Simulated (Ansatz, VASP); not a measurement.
## One calculation of Na2Al2O, two programs

```
Na Al O
1.0
     4.19611    0.00000    0.00000
     0.00000    4.19611    0.00000
     0.00000    0.00000    5.64471
Na Al O
2 2 1
Direct
  0.00000 0.00000 0.75020
  0.00000 0.00000 0.24980
  0.00000 0.50000 0.00000
  0.50000 0.00000 0.00000
  0.50000 0.50000 0.50000
```

Alike in both runs: task single point; functional PBE; k mesh 4 × 4 × 4; occupations gaussian, width 0.1 eV; no spin polarisation.

|  | VASP | Ansatz |
| --- | --- | --- |
| version | VASP 6.6.1 | Ansatz 0.2.0 |
| potentials or method | VASP PAW PBE potentials, release 64 (Na_pv, Al, O), cutoff 520 eV | scalar-relativistic, plane waves, PAW |
| valence electrons in the cell | 26 | 30 |

|  | VASP | Ansatz | Ansatz less VASP |
| --- | --- | --- | --- |
| gap on the k mesh at the Fermi level (eV) | none | none | - |
| pressure (GPa) | 7.8 | 7.8 | -0.04 |
| traceless stress, the component that is largest in VASP (GPa) | 4.39 | 4.37 | -0.019 |
| rms of the force components (eV/Å) | 1.461 | 1.455 | -0.0064 |

Atom by atom the forces differ by 0.006 eV/Å (rms over components). A gap of «none» marks a metal or a gap that the smearing closes. The functional is the same, so the differences come from potentials, cutoffs and numerics. VASP's potentials hold 26 valence electrons a cell and Ansatz's 30, so a difference there can come from the potentials and not from the codes.

The k mesh is coarse, so the values compare programs but aren't converged.
